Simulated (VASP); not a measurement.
# Al (P6_3/mmc) in VASP: notebook, part 2 of 2

VASP 6.6.1.

### 3 Single point, PBE

The input, INCAR:

```
PREC = Accurate ; ENCUT = 520
EDIFF = 1E-6 ; ISMEAR = -1
SIGMA = 0.1 ; LREAL = F
LASPH = T ; NELM = 80
ALGO = Normal ; ISIF = 2
LWAVE = F ; LCHARG = F
GGA = PE ; NBANDS = 10
```

The input, KPOINTS:

```
Automatic mesh
0
Gamma
  17 17 9
```

The input, POSCAR:

```
Al
1.0
    2.5517009937      0.0000000000      0.0000000000
   -1.2758504968      2.2098378834      0.0000000000
    0.0000000000      0.0000000000      4.1785514806
Al
2
Direct
    0.3333333333      0.6666666667      0.2500000000
    0.6666666667      0.3333333333      0.7500000000
```

Potentials or basis: VASP PAW PBE potentials, release 64 (Al).

Started as:

```console
$ cat potpaw_PBE.64/Al/POTCAR > POTCAR
$ mpirun -np 1 vasp_std > vasp.out
```

OUTCAR:

```text
PREC = Accurate
   ENCUT = 520
   EDIFF = 1E-6
   ISMEAR = -1
   LREAL = F
   LASPH = T
   NELM = 80
   ISIF = 2
   GGA = PE

 ion  position               nearest neighbor table
   1  0.333  0.667  0.250-   2 2.56   2 2.56   2 2.56   2 2.56   2 2.56   2 2.56
   2  0.667  0.333  0.750-   1 2.56   1 2.56   1 2.56   1 2.56   1 2.56   1 2.56

  LATTYP: Found a hexagonal cell.
 ALAT       =     2.5517009937
 C/A-ratio  =     1.6375552978

  Lattice vectors:

 A1 = (   2.5517009937,   0.0000000000,   0.0000000000)
 A2 = (  -1.2758504968,   2.2098378834,   0.0000000000)
 A3 = (   0.0000000000,   0.0000000000,   4.1785514806)

Analysis of symmetry for initial positions (statically):
=====================================================================
 Subroutine PRICEL returns:
 Original cell was already a primitive cell.

 Routine SETGRP: Setting up the symmetry group for a
 hexagonal supercell.

 Subroutine GETGRP returns: Found 24 space group operations
 (whereof 12 operations were pure point group operations)
 out of a pool of 24 trial point group operations.

The static configuration has the point symmetry D_3d.
 The point group associated with its full space group is D_6h.

Analysis of symmetry for dynamics (positions and initial velocities):
=====================================================================
 Subroutine PRICEL returns:
 Original cell was already a primitive cell.

 Routine SETGRP: Setting up the symmetry group for a
 hexagonal supercell.

 Subroutine GETGRP returns: Found 24 space group operations
 (whereof 12 operations were pure point group operations)
 out of a pool of 24 trial point group operations.

The dynamic configuration has the point symmetry D_3d.
 The point group associated with its full space group is D_6h.

 Subroutine INISYM returns: Found 24 space group operations
 (whereof 12 operations are pure point group operations),
 and found     1 'primitive' translations

----------------------------------------------------------------------------------------

                                     Primitive cell

  volume of cell :      23.5622

  direct lattice vectors                    reciprocal lattice vectors
     2.551700994  0.000000000  0.000000000     0.391895446  0.226260941  0.000000000
    -1.275850497  2.209837883  0.000000000     0.000000000  0.452521883  0.000000000
     0.000000000  0.000000000  4.178551481     0.000000000  0.000000000  0.239317382

  length of vectors
     2.551700994  2.551700994  4.178551481     0.452521883  0.452521883  0.239317382

  position of ions in fractional coordinates (direct lattice)
     0.333333333  0.666666667  0.250000000
     0.666666667  0.333333333  0.750000000

  ion indices of the primitive-cell ions
   primitive index   ion index
                 1           1
                 2           2

----------------------------------------------------------------------------------------

 KPOINTS: Automatic mesh

Automatic generation of k-mesh.
 Grid dimensions read from file:
 generate k-points for:   17   17    9

 Generating k-lattice:

  Cartesian coordinates                     Fractional coordinates (reciprocal lattice)
     0.023052673  0.013309467  0.000000000     0.058823529 -0.000000000  0.000000000
     0.000000000  0.026618934  0.000000000     0.000000000  0.058823529  0.000000000
     0.000000000  0.000000000  0.026590820     0.000000000  0.000000000  0.111111111

  Length of vectors
     0.026618934  0.026618934  0.026590820

  Shift w.r.t. Gamma in fractional coordinates (k-lattice)
     0.000000000  0.000000000  0.000000000

 Subroutine IBZKPT returns following result:
 ===========================================

 Found    165 irreducible k-points:

 Following reciprocal coordinates:
            Coordinates               Weight
  0.000000  0.000000  0.000000      1.000000
  0.058824  0.000000  0.000000      6.000000
  0.117647  0.000000  0.000000      6.000000
  0.176471  0.000000  0.000000      6.000000
  0.235294  0.000000  0.000000      6.000000
  0.294118  0.000000  0.000000      6.000000
[... 16 lines left out ...]
  0.411765  0.117647  0.000000     12.000000
  0.176471  0.176471  0.000000      6.000000
 [... further k-points ...]
   k-points           NKPTS =    165   k-points in BZ     NKDIM =    165   number of bands    NBANDS=     10
   number of dos      NEDOS =    301   number of ions     NIONS =      2
   total plane-waves  NPLWV =  12800
   dimension x,y,z NGX =    20 NGY =   20 NGZ =   32
   dimension x,y,z NGXF=    40 NGYF=   40 NGZF=   64
   ions per type =               2
   NGX,Y,Z   is equivalent  to a cutoff of  13.03, 13.03, 12.73 a.u.
   NGXF,Y,Z  is equivalent  to a cutoff of  26.06, 26.06, 25.46 a.u.
 SYSTEM =  unknown system
   PREC   = accura    normal or accurate (medium, high low for compatibility)
   ISTART =      0    job   : 0-new  1-cont  2-samecut
   ICHARG =      2    charge: 1-file 2-atom 10-const
   ISPIN  =      1    spin polarized calculation?
   LNONCOLLINEAR =      F non collinear calculations
   LSORBIT =      F    spin-orbit coupling
   LASPH  =      T    aspherical Exc in radial PAW
   ENCUT  =  520.0 eV  38.22 Ry    6.18 a.u.   4.74  4.74  7.77*2*pi/ulx,y,z
   NELM   =     80;   NELMIN=  2; NELMDL= -5     # of ELM steps
   EDIFF  = 0.1E-05   stopping-criterion for ELM
   LREAL  =      F    real-space projection
   EDIFFG = 0.1E-04   stopping-criterion for IOM
   NSW    =      0    number of steps for IOM
   IBRION =     -1    ionic relax: 0-MD 1-quasi-New 2-CG
   NFREE  =      0    steps in history (QN), initial steepest desc. (CG)
   ISIF   =      2    stress and relaxation
   ISYM   =      2    0-nonsym 1-usesym 2-fastsym
   POTIM  = 0.5000    time-step for ionic-motion
   TEBEG  =    0.0;   TEEND  =   0.0 temperature during run
   PSTRESS=    0.0 pullay stress
   NELECT =       6.0000    total number of electrons
   NUPDOWN=      -1.0000    fix difference up-down
   EMIN   =  10.00;   EMAX   =-10.00  energy-range for DOS
   EFERMI =   0.00;   METHOD = LEGACY
   ISMEAR =    -1;   SIGMA  =   0.10  broadening in eV -4-tet -1-fermi 0-gaus
   EFERMI_NEDOS =   21; number of points for ismear=-14 and -15
   IALGO  =     38    algorithm
   IMIX   =      4    mixing-type and parameters
     AMIX     =   0.40;   BMIX     =  1.00
     AMIX_MAG =   1.60;   BMIX_MAG =  1.00
  volume/ion in A,a.u.               =      11.78        79.50
  Fermi-wavevector in a.u.,A,eV,Ry     =   1.037656  1.960885 14.649791  1.076729
  Thomas-Fermi vector in A             =   2.172104
   LORBIT       =      0    0 simple, 1 ext, 2 COOP (PROOUT), +10 PAW based schemes
   GGA     = PE    functional components
   LHFCALC =     F    Hartree Fock is set to
   AEXX    =    0.0000 exact exchange contribution
   IVDW    =     0    specifies the selected vdW correction
   LEPSILON=     F    determine dielectric tensor
   LRPA    =     F    only Hartree local field effects (RPA)
 non-spin polarized calculation
  energy-cutoff  :      520.00
  volume of cell :       23.56
 maximum number of plane-waves:       646
 NGX is ok and might be reduce to    20
   NGX =  9   NGY =  9   NGZ = 15

 number of electron       6.0000000 magnetization

 Free energy of the ion-electron system (eV)
  ---------------------------------------------------
  ext. energy  EPLUGINS =         0.00000000
  ---------------------------------------------------
  free energy    TOTEN  =        -6.22705748 eV

  energy without entropy =       -6.20577789  energy(sigma->0) =       -6.21641769

 E-fermi :  12.0127     XC(G=0): -11.4857

 val. band max:       12.0000443429   @ k =   0.3529   0.1765   0.0000
 cond. band min:      12.0261226799   @ k =   0.2353   0.2353   0.3333
 fundamental gap:      0.0260783370
 Fermi energy:        12.0127158210

 k-point     1 :       0.0000    0.0000    0.0000
  band No.  band energies     occupation
      1      -1.6649      2.00000
      2       5.9757      2.00000
      3       7.0634      2.00000
      4      24.9868      0.00000
      5      24.9868      0.00000
      6      25.6395      0.00000
      7      25.6395      0.00000
      8      25.9280      0.00000
      9      29.7896      0.00000
     10      30.9647      0.00000
[... 287 lines left out ...]
 k-point    24 :       0.1765    0.1765    0.0000
  band No.  band energies     occupation
      1       1.1186      2.00000
      2       8.5102      2.00000
      3       9.4523      2.00000
      4      14.1404      0.00000
      5      15.4147      0.00000
      6      20.9725      0.00000
      7      21.9965      0.00000
      8      22.5269      0.00000
      9      24.1977      0.00000
     10      28.3865      0.00000

 [... further k-points ...]
[... 5 lines left out ...]
  --------------------------------------------------------------------------------------
  -------------------------------------------------------------------------------------
  Total        7.9786049      7.9786049      7.9772016      0.0000000      0.0000000      0.0000000
  in kB      542.5272900    542.5272900    542.4318646      0.0000000      0.0000000      0.0000000
  external PRESSURE =     542.4954815 kB  Pullay stress =       0.0000000 kB

 VOLUME and BASIS-vectors are now :
 -----------------------------------------------------------------------------
  energy-cutoff  :      520.00
  volume of cell :       23.56
      direct lattice vectors                 reciprocal lattice vectors
     2.551700994  0.000000000  0.000000000     0.391895446  0.226260941  0.000000000
    -1.275850497  2.209837883  0.000000000     0.000000000  0.452521883  0.000000000
     0.000000000  0.000000000  4.178551481     0.000000000  0.000000000  0.239317382

 POSITION                                       TOTAL-FORCE (eV/Angst)
 -----------------------------------------------------------------------------------
     -0.00000      1.47323      1.04464         0.000000     -0.000000      0.000000
      1.27585      0.73661      3.13391         0.000000      0.000000      0.000000
 -----------------------------------------------------------------------------------
    total drift:                               -0.000000      0.000000     -0.000000

  FREE ENERGIE OF THE ION-ELECTRON SYSTEM (eV)
  ---------------------------------------------------
  free  energy   TOTEN  =        -6.2270574786 eV

  energy  without entropy=       -6.2057778937  energy(sigma->0) =       -6.21641769
```

It took 13 s on 1 thread of Intel Xeon Platinum 8488C (Sapphire Rapids), shared host; peak memory 0.15 GiB.

What came out:

```
Free energy            : -6.2271 eV
Pressure               : 54.2 GPa
Band gap on the k mesh : zero (band 3 reaches 15.81 eV, above the bottom of band 4 at 8.64 eV)
```

Levels at points of the mesh, in eV from the Fermi level:
| k point | band 1 | band 2 | band 3 | band 4 | band 5 | band 6 |
| --- | --- | --- | --- | --- | --- | --- |
| (0.00, 0.00, 0.00) | -13.68 | -6.04 | -4.95 | 12.97 | 12.97 | 13.63 |

### 4 Relaxation of cell and atoms, PBE, target pressure 54 GPa, at which the enthalpy is minimised

The input, INCAR:

```
SYSTEM = Al
PREC = Accurate
ENCUT = 600
EDIFF = 1E-6
ISMEAR = -1
SIGMA = 0.1
LREAL = .FALSE.
LASPH = .TRUE.
NELM = 100
ALGO = Normal
ISIF = 3
LWAVE = .FALSE.
LCHARG = .FALSE.
GGA = PE
IBRION = 2
NSW = 60
EDIFFG = -0.005
PSTRESS = 540.0
```

The input, KPOINTS:

```
regular mesh
0
G
  17 17 9
  0 0 0
```

The input, POSCAR:

```
Al
1.0
    2.5631187844      0.0000000000      0.0000000000
   -1.2815593922      2.2197259802      0.0000000000
    0.0000000000      0.0000000000      4.1522524308
Al
2
Direct
    0.3333333333      0.6666666667      0.2500000000
    0.6666666667      0.3333333333      0.7500000000
```

Started as:

```console
$ cat potpaw_PBE.64/Al/POTCAR > POTCAR
$ mpirun -np 1 vasp_std > vasp.out
```

Run time: 32 s. Hardware: 1 thread of Intel Xeon Platinum 8488C (Sapphire Rapids), shared host; peak memory 0.15 GiB.

It converged, with:

* Free energy: -6.2343 eV
* Relaxed volume: 11.79 Å³/atom
* Relaxed cell: a = 2.552 Å, b = 2.552 Å, c = 4.180 Å, α = 90.00°, β = 90.00°, γ = 120.00°
* Space group after relaxing (to 0.05 Å): P6_3/mmc (No. 194)
* Energy change on relaxing (the enthalpy is what falls): +6.0 meV/atom
* Ionic steps: 5
* Pressure after relaxing: 54.0 GPa
* Band gap on the k mesh: zero (band 3 reaches 15.80 eV, above the bottom of band 4 at 8.63 eV)

Step by step:
```csv
step,energy change (eV),largest force (eV/Å),pressure (GPa),volume (Å³)
1,0.0000,0.0000,53.55,23.62
2,0.0372,0.0000,54.86,23.51
3,0.0300,0.0000,54.61,23.53
4,-0.0138,0.0000,53.13,23.66
5,0.0121,0.0000,54.01,23.58
```

Final structure:
```cif
data_structure
_symmetry_space_group_name_H-M 'P 1'
_symmetry_Int_Tables_number 1
_cell_length_a 2.5525
_cell_length_b 2.5525
_cell_length_c 4.1796
_cell_angle_alpha 90.000
_cell_angle_beta 90.000
_cell_angle_gamma 120.000
_cell_volume 23.58
loop_
_atom_site_label
_atom_site_type_symbol
_atom_site_fract_x
_atom_site_fract_y
_atom_site_fract_z
_atom_site_occupancy
Al1 Al 0.33333 0.66667 0.25000 1
Al2 Al 0.66667 0.33333 0.75000 1
```

Levels at points of the mesh, in eV from the Fermi level:
| k point | band 1 | band 2 | band 3 | band 4 | band 5 | band 6 | band 7 |
| --- | --- | --- | --- | --- | --- | --- | --- |
| (0.00, 0.00, 0.00) | -13.67 | -6.03 | -4.95 | 12.97 | 12.97 | 13.62 | 13.62 |

Caveat: the cell is relaxed towards a set pressure, so the enthalpy falls and the energy may rise.

### 5 Relaxation of cell and atoms, PBE, target pressure 54 GPa, at which the enthalpy is minimised

The input, INCAR:

```
SYSTEM = Al
  PREC = Accurate
  ENCUT = 600
  EDIFF = 1E-6
  ISMEAR = -1
  SIGMA = 0.1
  LREAL = .FALSE.
  LASPH = .TRUE.
  NELM = 80
  ALGO = Normal
  ISIF = 3
  LWAVE = .FALSE.
  LCHARG = .FALSE.
  GGA = PE
  IBRION = 2
  NSW = 32
  EDIFFG = -0.005
  PSTRESS = 540.0
```

The input, KPOINTS:

```
Automatic mesh
0
G
  17 17 9
  0 0 0
```

The input, POSCAR:

```
Al
1.0
    2.5524816517      0.0000000000      0.0000000000
   -1.2762408258      2.2105139531      0.0000000000
    0.0000000000      0.0000000000      4.1794888845
Al
2
Direct
    0.3333333333      0.6666666667      0.2500000000
    0.6666666667      0.3333333333      0.7500000000
```

Started as:

```console
$ cat potpaw_PBE.64/Al/POTCAR > POTCAR
$ mpirun -np 1 vasp_std > vasp.out
```

Wall time 13 s (1 thread of Intel Xeon Platinum 8488C (Sapphire Rapids), shared host); peak memory 0.15 GiB.

Results (log left out):

- Free energy: -6.2340 eV
- Pressure after relaxing: 54.0 GPa
- Band gap on the k mesh: zero (band 3 reaches 15.80 eV, above the bottom of band 4 at 8.63 eV)

Final structure:
```xyz
2
Lattice="2.5525 0.0000 0.0000 -1.2762 2.2105 0.0000 0.0000 0.0000 4.1795" Properties=species:S:1:pos:R:3 pbc="T T T"
Al    0.0000    1.4737    1.0449
Al    1.2762    0.7368    3.1346
```

Levels at points of the mesh, in eV from the Fermi level:
```tsv
k point	band 1	band 2	band 3	band 4	band 5	band 6	band 7
(0.00, 0.00, 0.00)	-13.67	-6.03	-4.95	12.97	12.97	13.62	13.62
```

Caveat: the relaxation stopped at its first step, so nothing moved; the cell is relaxed towards a set pressure, so the enthalpy falls and the energy may rise.

### 6 Overview

```csv
task,cell,cutoff (eV),gap on the mesh (eV),pressure (GPa)
single point,"a = 2.552, b = 2.552, c = 4.179 Å, angles 90.0, 90.0, 120.0°, 2 atoms",520,none,54.2
relaxation of cell and atoms,"relaxed to 54 GPa from a = 2.563, b = 2.563, c = 4.152 Å, angles 90.0, 90.0, 120.0°, 2 atoms",600,none,54.0
relaxation of cell and atoms,"relaxed to 54 GPa from a = 2.552, b = 2.552, c = 4.179 Å, angles 90.0, 90.0, 120.0°, 2 atoms",600,none,54.0
```

Alike in all rows: level PBE; potentials or basis VASP PAW PBE potentials, release 64 (Al); no spin polarisation; k mesh 17 × 17 × 9; smearing fermi-dirac 0.1 eV.

Caveats: the cell is relaxed towards a set pressure, so the enthalpy falls and the energy may rise (some runs); the relaxation stopped at its first step, so nothing moved (some runs).

Absolute energies hang on the potentials; compare differences alone.
